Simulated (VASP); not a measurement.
Set up this calculation in VASP 6.6.1, as the native input.

```
Task                   : relaxation of cell and atoms
Functional             : PBEsol
Potentials or basis    : VASP PAW PBE potentials, release 64 (Pb_d)
Cutoff                 : 600 eV
k mesh                 : 18 × 18 × 18
Occupations            : gaussian, width 0.1 eV
Spin                   : no spin polarisation
Dipole correction      : no
Further INCAR settings : ALGO = Fast; EDIFF = 1e-07; IBRION = 2; EDIFFG = -0.01; NSW = 100; ISIF = 3
```

The structure of Pb lies in POSCAR:

```
Pb
1.0
   -3.0799865891      3.0799865891      1.6801895393
    3.0799865891     -3.0799865891      1.6801895393
    3.0799865891      3.0799865891     -1.6801895393
Pb
2
Direct
    0.0000000000      0.0000000000      0.0000000000
    0.7500000000      0.2500000000      0.5000000000
```

The input as run:

INCAR

```
SYSTEM = Pb
  PREC = Accurate
  ENCUT = 600
  EDIFF = 1E-7
  ISMEAR = 0
  SIGMA = 0.1
  LREAL = .FALSE.
  LASPH = .TRUE.
  NELM = 80
  ALGO = Fast
  ISIF = 3
  LWAVE = .FALSE.
  LCHARG = .FALSE.
  GGA = PS
  IBRION = 2
  NSW = 100
  EDIFFG = -0.01
```

KPOINTS

```
regular mesh
0
G
  18 18 18
  0 0 0
```

Potentials or basis: VASP PAW PBE potentials, release 64 (Pb_d).

Launch:

```console
$ cat potpaw_PBE.64/Pb_d/POTCAR > POTCAR
$ mpirun -np 1 vasp_std > vasp.out
```

It gave:

| Item | Value |
| --- | --- |
| Relaxed volume | 31.16 Å³/atom |
| Relaxed cell | a = 4.654 Å, b = 4.654 Å, c = 4.654 Å, α = 97.17°, β = 97.17°, γ = 138.63° |
| Space group after relaxing (to 0.1 Å) | I4_1/amd (No. 141) |
| Energy gained by relaxing | 3.4 meV/atom |
| Ionic steps | 5 |
| Pressure after relaxing | 0.0 GPa |
| Band gap on the k mesh | zero (bands 14 and 15 overlap by 3.49 eV) |

Caveat: the PAW data sets were made with another functional, which shifts forces and pressure a little; spin-orbit coupling is left out, which moves the levels of the heavy elements.

Wall time 56 min on 1 thread of Oxide Virtual Turin-like Processor, on a shared host, peak memory 0.65 GiB.
